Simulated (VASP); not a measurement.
# Na2Cl (C2) in VASP: single point with PBEsol

Aim: the single point of Na2Cl with PBEsol.

Program: VASP 6.6.1. These are calculated values, not measurements. Logs are shortened: lines on timing, memory, paths and dates and some standing lists are left out, and cuts for length are marked.

## Step 1: The cell of the first run

It takes space group C2 (No. 5, monoclinic). Conventional cell: a = 5.526 Å, b = 4.923 Å, c = 13.011 Å, α = 90.00°, β = 90.79°, γ = 90.00°. Na (site symmetry 1) has 4 Cl at 2.95 to 3.30 Å and 9 Na at 3.51 to 4.12 Å within 4.2 Å. Na (site symmetry 2) has 8 Cl at 3.05 to 3.42 Å and 6 Na at 3.51 to 3.70 Å within 4.0 Å. Within 5.0 Å of Na (site symmetry 2) lie 14 Na at 3.70 to 4.92 Å and 2 Cl at 4.64 Å. Within 3.9 Å of Cl (site symmetry 1) lie 8 Na at 2.95 to 3.42 Å and 5 Cl at 3.70 to 3.73 Å.

## Step 2: Single point, PBEsol (strained and its atoms moved)

Contents of INCAR:

```
SYSTEM = Na2Cl
PREC = Accurate ; ENCUT = 520
EDIFF = 1E-6 ; ISMEAR = 0
SIGMA = 0.1 ; LREAL = .False.
LASPH = .True. ; NELM = 100
ALGO = Normal ; ISIF = 2
LWAVE = .False. ; LCHARG = .True.
GGA = PS ; LELF = .True.
LVHAR = .True. ; NBANDS = 30
```

Contents of KPOINTS:

```
Automatic mesh
0
Gamma
  8 8 4
  0 0 0
```

Contents of POSCAR:

```
Na2Cl
1.0
    3.6942064579      0.2133652800      0.0185272185
    0.2133652800      3.6942064579      0.0185272185
    0.0656073105      0.0656073105     13.0106474568
Na Cl
4 2
Direct
    0.0015089712      0.0083221895      0.2299367828
   -0.0083221895     -0.0015089712      0.7700632172
    0.0104969313     -0.0104969313      0.5000000000
    0.4950678839      0.5049321161      0.0000000000
    0.4852460675      0.4839976643      0.3570120402
    0.5160023357      0.5147539325      0.6429879598
```

Potentials or basis: VASP PAW PBE potentials, release 64 (Na_pv, Cl).

Launch:

```bash
$ cat potpaw_PBE.64/Na_pv/POTCAR potpaw_PBE.64/Cl/POTCAR > POTCAR
$ mpirun -np 1 vasp_std > vasp.out
```

OUTCAR:

```text
SYSTEM = Na2Cl
   PREC = Accurate
   ENCUT = 520
   EDIFF = 1E-6
   ISMEAR = 0
   LREAL = .False.
   LASPH = .True.
   NELM = 100
   ISIF = 2
   GGA = PS

 ion  position               nearest neighbor table
   1  0.002  0.008  0.230-
   2  0.992  0.998  0.770-
   3  0.010  0.990  0.500-
   4  0.495  0.505  0.000-
   5  0.485  0.484  0.357-
   6  0.516  0.515  0.643-

  LATTYP: Found a base centered monoclinic cell.
 ALAT       =     5.5262651769
 B/A-ratio  =     0.8907739033
 C/A-ratio  =     2.3543890615
 COS(beta)  =    -0.0138359316

  Lattice vectors:

 A1 = (  -3.6942064579,  -0.2133652800,  -0.0185272185)
 A2 = (  -0.2133652800,  -3.6942064579,  -0.0185272185)
 A3 = (   0.0656073105,   0.0656073105,  13.0106474568)

Analysis of symmetry for initial positions (statically):
=====================================================================
 Subroutine PRICEL returns:
 Original cell was already a primitive cell.

 Routine SETGRP: Setting up the symmetry group for a
 base centered monoclinic supercell.

 Subroutine GETGRP returns: Found  2 space group operations
 (whereof  2 operations were pure point group operations)
 out of a pool of  4 trial point group operations.

The static configuration has the point symmetry C_2 .

Analysis of symmetry for dynamics (positions and initial velocities):
=====================================================================
 Subroutine PRICEL returns:
 Original cell was already a primitive cell.

 Routine SETGRP: Setting up the symmetry group for a
 base centered monoclinic supercell.

 Subroutine GETGRP returns: Found  2 space group operations
 (whereof  2 operations were pure point group operations)
 out of a pool of  4 trial point group operations.

The dynamic configuration has the point symmetry C_2 .

 Subroutine INISYM returns: Found  2 space group operations
 (whereof  2 operations are pure point group operations),
 and found     1 'primitive' translations

----------------------------------------------------------------------------------------

                                     Primitive cell

  volume of cell :     176.9576

  direct lattice vectors                    reciprocal lattice vectors
     3.694206458  0.213365280  0.018527219     0.271606263 -0.015680617 -0.001290527
     0.213365280  3.694206458  0.018527219    -0.015680617  0.271606263 -0.001290527
     0.065607311  0.065607311 13.010647457    -0.000364439 -0.000364439  0.076863801

  length of vectors
     3.700409350  3.700409350 13.010978283     0.272061591  0.272061591  0.076865529

  position of ions in fractional coordinates (direct lattice)
     0.001508971  0.008322189  0.229936783
     0.991677811  0.998491029  0.770063217
     0.010496931  0.989503069  0.500000000
     0.495067884  0.504932116  0.000000000
     0.485246068  0.483997664  0.357012040
     0.516002336  0.514753932  0.642987960

  ion indices of the primitive-cell ions
   primitive index   ion index
                 1           1
                 2           2
                 3           3
                 4           4
                 5           5
                 6           6

----------------------------------------------------------------------------------------

 KPOINTS: Automatic mesh

Automatic generation of k-mesh.
 Grid dimensions read from file:
 generate k-points for:    8    8    4

 Generating k-lattice:

  Cartesian coordinates                     Fractional coordinates (reciprocal lattice)
     0.033950783 -0.001960077 -0.000161316     0.125000000 -0.000000000  0.000000000
    -0.001960077  0.033950783 -0.000161316    -0.000000000  0.125000000  0.000000000
    -0.000091110 -0.000091110  0.019215950     0.000000000  0.000000000  0.250000000

  Length of vectors
     0.034007699  0.034007699  0.019216382

  Shift w.r.t. Gamma in fractional coordinates (k-lattice)
     0.000000000  0.000000000  0.000000000

 Subroutine IBZKPT returns following result:
 ===========================================

 Found     78 irreducible k-points:

 Following reciprocal coordinates:
            Coordinates               Weight
  0.000000  0.000000  0.000000      1.000000
  0.125000 -0.000000  0.000000      4.000000
  0.250000 -0.000000  0.000000      4.000000
  0.375000  0.000000  0.000000      4.000000
  0.500000 -0.000000  0.000000      2.000000
  0.125000  0.125000 -0.000000      2.000000
[... 16 lines left out ...]
  0.125000 -0.000000  0.250000      4.000000
  0.250000  0.000000  0.250000      4.000000
 [... further k-points ...]
   k-points           NKPTS =     78   k-points in BZ     NKDIM =     78   number of bands    NBANDS=     30
   number of dos      NEDOS =    301   number of ions     NIONS =      6
   total plane-waves  NPLWV =  76832
   dimension x,y,z NGX =    28 NGY =   28 NGZ =   98
   dimension x,y,z NGXF=    56 NGYF=   56 NGZF=  196
   ions per type =               4   2
   NGX,Y,Z   is equivalent  to a cutoff of  12.58, 12.58, 12.52 a.u.
   NGXF,Y,Z  is equivalent  to a cutoff of  25.16, 25.16, 25.04 a.u.
 SYSTEM =  Na2Cl
   PREC   = accura    normal or accurate (medium, high low for compatibility)
   ISTART =      0    job   : 0-new  1-cont  2-samecut
   ICHARG =      2    charge: 1-file 2-atom 10-const
   ISPIN  =      1    spin polarized calculation?
   LNONCOLLINEAR =      F non collinear calculations
   LSORBIT =      F    spin-orbit coupling
   LASPH  =      T    aspherical Exc in radial PAW
   ENCUT  =  520.0 eV  38.22 Ry    6.18 a.u.   6.88  6.88 24.19*2*pi/ulx,y,z
   NELM   =    100;   NELMIN=  2; NELMDL= -5     # of ELM steps
   EDIFF  = 0.1E-05   stopping-criterion for ELM
   LREAL  =      F    real-space projection
   EDIFFG = 0.1E-04   stopping-criterion for IOM
   NSW    =      0    number of steps for IOM
   IBRION =     -1    ionic relax: 0-MD 1-quasi-New 2-CG
   NFREE  =      0    steps in history (QN), initial steepest desc. (CG)
   ISIF   =      2    stress and relaxation
   ISYM   =      2    0-nonsym 1-usesym 2-fastsym
   POTIM  = 0.5000    time-step for ionic-motion
   TEBEG  =    0.0;   TEEND  =   0.0 temperature during run
   PSTRESS=    0.0 pullay stress
   NELECT =      42.0000    total number of electrons
   NUPDOWN=      -1.0000    fix difference up-down
   EMIN   =  10.00;   EMAX   =-10.00  energy-range for DOS
   EFERMI =   0.00;   METHOD = LEGACY
   ISMEAR =     0;   SIGMA  =   0.10  broadening in eV -4-tet -1-fermi 0-gaus
   EFERMI_NEDOS =   21; number of points for ismear=-14 and -15
   IALGO  =     38    algorithm
   IMIX   =      4    mixing-type and parameters
     AMIX     =   0.40;   BMIX     =  1.00
     AMIX_MAG =   1.60;   BMIX_MAG =  1.00
  volume/ion in A,a.u.               =      29.49       199.03
  Fermi-wavevector in a.u.,A,eV,Ry     =   1.013604  1.915433 13.978521  1.027392
  Thomas-Fermi vector in A             =   2.146782
   LORBIT       =      0    0 simple, 1 ext, 2 COOP (PROOUT), +10 PAW based schemes
   GGA     = PS    functional components
   LHFCALC =     F    Hartree Fock is set to
   AEXX    =    0.0000 exact exchange contribution
   IVDW    =     0    specifies the selected vdW correction
   LEPSILON=     F    determine dielectric tensor
   LRPA    =     F    only Hartree local field effects (RPA)
 non-spin polarized calculation
 Gauss-broadening in eV      SIGMA  =   0.10
  energy-cutoff  :      520.00
  volume of cell :      176.96
 maximum number of plane-waves:      4803
   NGX = 13   NGY = 13   NGZ = 49

 number of electron      41.9999979 magnetization

 Free energy of the ion-electron system (eV)
  ---------------------------------------------------
  ext. energy  EPLUGINS =         0.00000000
  ---------------------------------------------------
  free energy    TOTEN  =       -15.88047002 eV

  energy without entropy =      -15.87261020  energy(sigma->0) =      -15.87654011

 E-fermi :   1.8683     XC(G=0):  -7.2669

 val. band max:        1.8111478409   @ k =   0.2500   0.1250   0.0000
 cond. band min:       1.8704440333   @ k =  -0.1250   0.2500   0.2500
 fundamental gap:      0.0592961925
 Fermi energy:         1.8683024289

 k-point     1 :       0.0000    0.0000    0.0000
  band No.  band energies     occupation
      1     -23.9444      2.00000
      2     -23.9333      2.00000
      3     -23.9149      2.00000
      4     -23.4020      2.00000
      5     -23.4018      2.00000
      6     -23.3969      2.00000
[... 22 lines left out ...]
     29       7.9046      0.00000
     30       9.2010      0.00000

 k-point     2 :       0.1250   -0.0000    0.0000
  band No.  band energies     occupation
      1     -23.9444      2.00000
      2     -23.9345      2.00000
      3     -23.9161      2.00000
      4     -23.4023      2.00000
      5     -23.4021      2.00000
      6     -23.3982      2.00000
[... 22 lines left out ...]
     29       7.5960      0.00000
     30       7.9748      0.00000

 k-point     3 :       0.2500   -0.0000    0.0000
  band No.  band energies     occupation
      1     -23.9457      2.00000
      2     -23.9371      2.00000
      3     -23.9180      2.00000
      4     -23.4068      2.00000
      5     -23.4065      2.00000
      6     -23.3992      2.00000
[... 22 lines left out ...]
     29       7.3080      0.00000
     30       8.0279      0.00000

 k-point     4 :       0.3750    0.0000    0.0000
  band No.  band energies     occupation
      1     -23.9495      2.00000
      2     -23.9381      2.00000
      3     -23.9189      2.00000
      4     -23.4136      2.00000
      5     -23.4134      2.00000
      6     -23.3986      2.00000
[... 22 lines left out ...]
     29       7.2964      0.00000
     30       7.8786      0.00000

 k-point     5 :       0.5000   -0.0000    0.0000
  band No.  band energies     occupation
      1     -23.9517      2.00000
      2     -23.9381      2.00000
      3     -23.9191      2.00000
      4     -23.4167      2.00000
      5     -23.4165      2.00000
      6     -23.3982      2.00000
[... 22 lines left out ...]
     29       7.2915      0.00000
     30       7.5574      0.00000
[... 526 lines left out ...]
     29       6.0043      0.00000
     30       6.1059      0.00000

 k-point    22 :       0.0000    0.0000    0.2500
  band No.  band energies     occupation
      1     -23.9444      2.00000
      2     -23.9333      2.00000
      3     -23.9149      2.00000
      4     -23.4021      2.00000
      5     -23.4018      2.00000
      6     -23.3969      2.00000
[... 22 lines left out ...]
     29       7.7421      0.00000
     30       9.3214      0.00000

 k-point    23 :       0.1250   -0.0000    0.2500
  band No.  band energies     occupation
      1     -23.9444      2.00000
      2     -23.9345      2.00000
      3     -23.9161      2.00000
      4     -23.4023      2.00000
      5     -23.4021      2.00000
      6     -23.3982      2.00000
[... 22 lines left out ...]
     29       7.7020      0.00000
     30       8.0010      0.00000

 k-point    24 :       0.2500    0.0000    0.2500
  band No.  band energies     occupation
      1     -23.9457      2.00000
      2     -23.9371      2.00000
      3     -23.9180      2.00000
      4     -23.4068      2.00000
      5     -23.4065      2.00000
      6     -23.3992      2.00000
[... 22 lines left out ...]
     29       7.4110      0.00000
     30       7.9374      0.00000

 [... further k-points ...]

------------------------ aborting loop because EDIFF is reached ----------------------------------------

  FORCE on cell =-STRESS in cart. coord.  units (eV):
  Direction    XX          YY          ZZ          XY          YZ          ZX
  --------------------------------------------------------------------------------------
  -------------------------------------------------------------------------------------
  Total       -2.2233529     -2.2233529     -1.1718401      0.1557019      0.0423212      0.0423212
  in kB      -20.1302734    -20.1302734    -10.6098598      1.4097277      0.3831769      0.3831771
  external PRESSURE =     -16.9568022 kB  Pullay stress =       0.0000000 kB

 VOLUME and BASIS-vectors are now :
 -----------------------------------------------------------------------------
  energy-cutoff  :      520.00
  volume of cell :      176.96
      direct lattice vectors                 reciprocal lattice vectors
     3.694206458  0.213365280  0.018527219     0.271606263 -0.015680617 -0.001290527
     0.213365280  3.694206458  0.018527219    -0.015680617  0.271606263 -0.001290527
     0.065607311  0.065607311 13.010647457    -0.000364439 -0.000364439  0.076863801

 POSITION                                       TOTAL-FORCE (eV/Angst)
 -----------------------------------------------------------------------------------
      0.02244      0.04615      2.99181         0.005631      0.000535      0.105906
      3.92703      3.95074     10.05589        -0.000535     -0.005631     -0.105906
      0.28271      3.69047      6.52385        -0.000037      0.000037     -0.000000
      1.93662      1.97095      0.01853         0.001529     -0.001529     -0.000000
      1.91929      1.91494      4.66292        -0.036123     -0.029535      0.145272
      2.05823      2.05389      8.38479         0.029535      0.036123     -0.145272
 -----------------------------------------------------------------------------------
    total drift:                                0.000318     -0.000318      0.000000

  FREE ENERGIE OF THE ION-ELECTRON SYSTEM (eV)
  ---------------------------------------------------
  free  energy   TOTEN  =       -15.8804700189 eV

  energy  without entropy=      -15.8726102030  energy(sigma->0) =      -15.87654011
```

It took 2.6 min on 1 thread of Intel Xeon 6975P-C (Granite Rapids), shared host; peak memory 0.45 GiB.

What came out:

| Quantity | Value |
| --- | --- |
| Free energy | -15.8805 eV |
| Pressure | -1.7 GPa |
| Largest force | 0.153 eV/Å |
| Band gap on the k mesh | zero (bands 21 and 22 overlap by 3.02 eV) |

Forces in eV/Å, atoms in the order of the input:
```
Na   0.006  0.001  0.106
Na  -0.001 -0.006 -0.106
Na   0.000  0.000  0.000
Na   0.002 -0.002  0.000
Cl  -0.036 -0.030  0.145
Cl   0.030  0.036 -0.145
```

Levels at points of the mesh, in eV from the Fermi level:
```csv
k point,band 19,band 20,band 21,band 22,band 23,band 24
"(0.00, 0.00, 0.00)",-3.97,-3.88,-2.55,-0.78,0.25,2.28
"(0.50, 0.00, 0.00)",-3.96,-3.87,0.01,0.28,1.54,1.71
"(0.50, 0.50, 0.00)",-4.90,-4.23,1.82,1.89,2.65,2.67
"(0.00, 0.00, 0.50)",-3.97,-3.88,-2.43,-1.15,0.98,1.40
"(0.50, 0.00, 0.50)",-3.96,-3.87,0.05,0.36,1.30,1.47
"(0.50, 0.50, 0.50)",-4.90,-4.23,1.87,1.99,2.30,2.66
```

Caveat: the cell differs from its parent crystal (strained and its atoms moved); the PAW data sets were made with another functional, which shifts forces and pressure a little.
